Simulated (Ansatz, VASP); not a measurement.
# Two plane-wave programs on GaSbTeSe2

```
Ga Sb Te Se
1.0
     5.19085    0.00000    0.00000
    -2.59542    4.49541    0.00000
     0.00000    0.00000   10.21725
Ga Sb Te Se
1 1 1 2
Direct
  0.66667 0.33333 0.50000
  0.66667 0.33333 0.00000
  0.33333 0.66667 0.00000
  0.66667 0.33333 0.72200
  0.66667 0.33333 0.27800
```

Alike in both runs: functional PBE; k mesh 6 × 6 × 2; occupations gaussian, width 0.1 eV; no spin polarisation.

Ansatz relaxed the structure, and its values are those at the end. VASP's run is a single point on that final structure, the one shown.

```csv
,VASP,Ansatz
version,VASP 6.6.1,Ansatz 0.2.0
potentials or method,"VASP PAW PBE potentials, release 64 (Ga_d, Sb, Te, Se), cutoff 520 eV","scalar-relativistic, plane waves, PAW"
valence electrons in the cell,36,76
```

```tsv
	VASP	Ansatz	Ansatz less VASP
gap on the k mesh at the Fermi level (eV)	none	none	-
pressure (GPa)	-0.1	-0.1	0.00
rms of the force components (eV/Å)	0.018	0.009	-0.0094
```

A gap of «none» marks a metal or a gap that the smearing closes. The functional is the same, so the differences come from potentials, cutoffs and numerics. VASP's potentials hold 36 valence electrons a cell and Ansatz's 76, so a difference there can come from the potentials and not from the codes.

Neither program's run includes spin-orbit coupling.
